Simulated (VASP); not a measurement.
Input of a VASP 6.6.1 run:

INCAR

```
SYSTEM = RbBr
  ALGO = Normal
  EDIFF = 1E-6
  ENCUT = 520
  GGA = PE
  ISIF = 2
  ISMEAR = 0
  LASPH = .TRUE.
  LCHARG = .FALSE.
  LREAL = .FALSE.
  LWAVE = .FALSE.
  NBANDS = 24
  NELM = 100
  PREC = Accurate
  SIGMA = 0.02
```

KPOINTS

```
k-points
0
G
  6 6 4
  0 0 0
```

Contents of POSCAR:

```
RbBr
1.0
    4.9564603666      0.0000000000      0.0205532000
    0.0000000000      4.9659875033      0.0000000000
   -0.0488760832      0.0000000000      7.0148124935
Rb Br
2 2
Direct
    0.7505799785      0.7500000000      0.2497432173
    0.2494200215      0.2500000000      0.7502567827
    0.7496118301      0.7500000000      0.7497390148
    0.2503881699      0.2500000000      0.2502609852
```

Potentials or basis: VASP PAW PBE potentials, release 64 (Rb_sv, Br).

Run with:

```bash
$ cat potpaw_PBE.64/Rb_sv/POTCAR potpaw_PBE.64/Br/POTCAR > POTCAR
$ mpirun -np 1 vasp_std > vasp.out
```

(1) Estimate the band gap on the k mesh.

(2) Predict the pressure.

Results:

(1) 4.19 eV.

(2) 0.0 GPa.
